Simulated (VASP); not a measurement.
The system is KMgF3.

```xyz
5
Lattice="3.9859 0.0000 0.0000 0.0000 3.9859 0.0000 0.0000 0.0000 3.9859" Properties=species:S:1:pos:R:3 pbc="T T T"
K     1.9929    1.9929    1.9929
Mg    0.0000    0.0000    0.0000
F     0.0000    0.0000    1.9929
F     0.0000    1.9929    0.0000
F     1.9929    0.0000    0.0000
```

```yaml
Program: VASP 6.6.1
Task: relaxation of cell and atoms
Functional: r2SCAN
Dispersion: D3(BJ)
Potentials_or_basis: VASP PAW PBE potentials, release 64 (K_sv, Mg, F)
Cutoff: 600 eV
k_mesh: 7 × 7 × 7
Occupations: fermi-dirac, width 0.05 eV
Spin: no spin polarisation
```

At the start: pressure -2.1 GPa; volume 12.67 Å³/atom.

**Question.** Where does the relaxation end?

**Answer.** Over 3 steps the energy falls by 2.2 meV/atom and the volume is 12.33 Å³/atom (-2.6 %); space group Pm-3m (No. 221, to 0.1 Å) before and after.

The path:
```csv
step,energy change (eV),largest force (eV/Å),pressure (GPa),volume (Å³)
1,0.0000,0.0000,-2.06,63.33
2,-0.0108,0.0000,-0.24,61.85
3,-0.0109,0.0000,0.01,61.67
```

Final structure:
```
K Mg F
1.0
     3.95083    0.00000    0.00000
     0.00000    3.95083    0.00000
     0.00000    0.00000    3.95083
K Mg F
1 1 3
Direct
  0.50000 0.50000 0.50000
  0.00000 0.00000 0.00000
  0.00000 0.00000 0.50000
  0.00000 0.50000 0.00000
  0.50000 0.00000 0.00000
```

Caveat: the PAW data sets were made with another functional, which shifts forces and pressure a little.
